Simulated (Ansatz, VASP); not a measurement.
# Ir: VASP beside Ansatz

```
Ir
1.0
     0.00000    2.75255    2.75255
     2.75255    0.00000    2.75255
     2.75255    2.75255    0.00000
Ir
2
Direct
  0.00000 0.00000 0.00000
  0.25000 0.25000 0.25000
```

Alike in both runs: functional PBEsol; k mesh 14 × 14 × 14; occupations gaussian, width 0.1 eV; no spin polarisation.

Ansatz relaxed the structure, and its values are those at the end. VASP's run is a single point on that final structure, the one shown.

|  | VASP | Ansatz |
| --- | --- | --- |
| version | VASP 6.6.1 | Ansatz 0.2.0 |
| potentials or method | VASP PAW PBE potentials, release 64 (Ir), cutoff 520 eV | scalar-relativistic, plane waves, PAW |
| valence electrons in the cell | 18 | 34 |

```tsv
	VASP	Ansatz	Ansatz less VASP
gap on the k mesh at the Fermi level (eV)	none	none	-
pressure (GPa)	-0.3	0.0	+0.33
```

VASP's potentials were made for PBE, not for PBEsol. A gap of «none» marks a metal or a gap that the smearing closes. VASP's potentials hold 18 valence electrons a cell and Ansatz's 34, so a difference there can come from the potentials and not from the codes.

Neither program's run includes spin-orbit coupling.
